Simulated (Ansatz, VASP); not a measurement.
Two plane-wave programs on TePb

```
CELL_PARAMETERS angstrom
3.99161 0.00000 0.00000
0.00000 3.99161 0.00000
0.00000 0.00000 3.99161
ATOMIC_POSITIONS crystal
Te 0.50000 0.50000 0.50000
Pb 0.00000 0.00000 0.00000
```

Alike in both runs: task single point; functional r2SCAN; k mesh 8 × 8 × 8; occupations gaussian, width 0.05 eV; no spin polarisation.

```csv
,VASP,Ansatz
version,VASP 6.6.1,Ansatz 0.2.0
potentials or method,"VASP PAW PBE potentials, release 64 (Te, Pb_d), cutoff 520 eV","scalar-relativistic, plane waves, PAW"
valence electrons in the cell,20,30
```

```csv
,VASP,Ansatz,Ansatz less VASP
gap on the k mesh at the Fermi level (eV),none,none,-
pressure (GPa),0.0,0.0,0.00
```

VASP's potentials were made for PBE, not for r2SCAN. A gap of «none» marks a metal or a gap that the smearing closes. VASP's potentials hold 20 valence electrons a cell and Ansatz's 30, so a difference there can come from the potentials and not from the codes.

Spin-orbit coupling is off throughout.
